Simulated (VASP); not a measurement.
MoSe2, 6 atoms in the cell. Symmetry: P6_3/mmc, No. 194, hexagonal system. The conventional cell has a = 3.676 Å, b = 3.676 Å, c = 13.118 Å, α = 90.00°, β = 90.00°, γ = 120.00°. Within 3.7 Å of Mo (site symmetry -6m2) lie 6 Se at 2.78 Å and 6 Mo at 3.68 Å. Within 3.7 Å of Se (site symmetry 3m) lie 3 Mo at 2.78 Å and 10 Se at 3.59 to 3.68 Å. 

- Program: VASP 6.6.1
- Task: relaxation of cell and atoms
- Functional: PBE
- Dispersion: D3(BJ)
- Potentials or basis: VASP PAW PBE potentials, release 64 (Mo_sv, Se)
- Cutoff: 500 eV
- k mesh: 12 × 12 × 2
- Occupations: fermi-dirac, width 0.02 eV
- Spin: no spin polarisation
- Dipole correction: no
- Further INCAR settings: ALGO = Normal; EDIFF = 1e-07; IBRION = 2; EDIFFG = -0.005; NSW = 80; ISIF = 3

Potentials or basis: VASP PAW PBE potentials, release 64 (Mo_sv, Se).

The run is started by

```bash
$ cat potpaw_PBE.64/Mo_sv/POTCAR potpaw_PBE.64/Se/POTCAR > POTCAR
$ mpirun -np 1 vasp_std > vasp.out
```

Hardware: 1 thread of Intel(R) Xeon(R) 6975P-C (Granite Rapids) (shared host).

Problem. Estimate the wall time of this run.

Solution. Wall time 15 min on 1 thread of Intel(R) Xeon(R) 6975P-C (Granite Rapids) (shared host), peak memory 0.38 GiB. Counts: scf iterations 178, k points 38, ion steps 17.
